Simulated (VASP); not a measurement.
Fe:

```
CELL_PARAMETERS angstrom
-1.47130 1.47130 1.47130
1.47130 -1.47130 1.47130
1.47130 1.47130 -1.47130
ATOMIC_POSITIONS crystal
Fe 0.00000 0.00000 0.00000
```

Program: VASP 6.6.1. Alike in all runs: task single point; cell as given; cutoff (eV) 520.

Order these runs on this cell by their pressure, lowest first.
A. level HSE06; potentials or basis VASP PAW PBE potentials, release 64 (Fe); spin collinear, ferromagnetic start; k mesh 8 × 8 × 8; smearing fermi-dirac 0.05 eV; grid for exact exchange (PRECFOCK) Normal; share of exact exchange 0.25; screening parameter 0.2079 1/Å
B. level LDA; potentials or basis VASP PAW LDA potentials, release 64 (Fe); spin non-collinear, typed start; k mesh 10 × 10 × 10; smearing gaussian 0.15 eV
C. level r2SCAN50; potentials or basis VASP PAW PBE potentials, release 64 (Fe); spin collinear, ferromagnetic start; k mesh 7 × 7 × 7; smearing fermi-dirac 0.05 eV; grid for exact exchange (PRECFOCK) Normal; share of exact exchange 0.5

B (-32.2 GPa), A (-6.7 GPa), C (-1.3 GPa).

Caveats: some runs use coarse meshes; the PAW data sets were made with another functional, which shifts forces and pressure a little (at least some runs); the cell stands under tension (at least some runs).
